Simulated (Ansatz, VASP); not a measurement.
**Mo: VASP beside Ansatz**

```
Mo
1.0
     0.00000    2.03476    2.03476
     2.03476    0.00000    2.03476
     2.03476    2.03476    0.00000
Mo
1
Cartesian
  0.0000 0.0000 0.0000
```

Alike in both runs: task single point; functional revPBE; k mesh 15 × 15 × 15; occupations fermi-dirac, width 0.1 eV; no spin polarisation.

|  | VASP | Ansatz |
| --- | --- | --- |
| version | VASP 6.6.1 | Ansatz 0.2.0 |
| potentials or method | VASP PAW PBE potentials, release 64 (Mo_sv), cutoff 520 eV | plane waves (420 eV) with PAW, scalar-relativistic |
| valence electrons in the cell | 14 | 14 |

|  | VASP | Ansatz | Ansatz less VASP |
| --- | --- | --- | --- |
| pressure (GPa) | -7.8 | -8.2 | -0.38 |

VASP's potentials were made for PBE, not for revPBE.
